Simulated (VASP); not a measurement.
Set up this calculation in VASP 6.6.1, as the native input.

| Quantity | Value |
| --- | --- |
| Task | single point |
| Functional | PBE |
| Dispersion | D3(BJ) |
| Potentials or basis | VASP PAW PBE potentials, release 64 (C) |
| Cutoff | 520 eV |
| k mesh | 15 × 15 × 15 |
| Occupations | gaussian, width 0.05 eV |
| Spin | no spin polarisation |
| Dipole correction | no |
| Further INCAR settings | ALGO = Normal; EDIFF = 1e-06; NBANDS = 11 |

The structure of C lies in POSCAR:

```
C
1.0
    1.2324984681      0.7115833223      3.3613878357
   -1.2324984681      0.7115833223      3.3613878357
    0.0000000000     -1.4231666447      3.3613878357
C
2
Direct
    0.1606881651      0.1606881651      0.1501482891
    0.8393118349      0.8393118349      0.8498517109
```

This cell differs from its parent crystal: atoms displaced along several vibrational modes.

One way to write it, as run:

INCAR

```
SYSTEM = C
ALGO = Normal
EDIFF = 1E-6
ENCUT = 520
GGA = PE
ISIF = 2
ISMEAR = 0
IVDW = 12
LASPH = .TRUE.
LCHARG = .FALSE.
LREAL = .FALSE.
LWAVE = .FALSE.
NBANDS = 11
NELM = 60
PREC = Accurate
SIGMA = 0.05
```

KPOINTS

```
k-points
0
G
  15 15 15
  0 0 0
```

Potentials or basis: VASP PAW PBE potentials, release 64 (C).

Launch:

```bash
$ cat potpaw_PBE.64/C/POTCAR > POTCAR
$ mpirun -np 1 vasp_std > vasp.out
```

Results of the run:

- Pressure: -1.3 GPa
- Largest force: 3.442 eV/Å
- Dispersion energy per atom: -0.156 eV

Caveat: the cell differs from its parent crystal (atoms displaced along several vibrational modes); the stress differs along the axes, from -6 to 4 GPa; forces of over 1 eV/Å act on the atoms, so gaps and moduli don't describe the material at rest.

Wall time 6.9 min on 1 thread of Intel Xeon 8259CL, with other jobs on the host, peak memory 0.28 GiB.
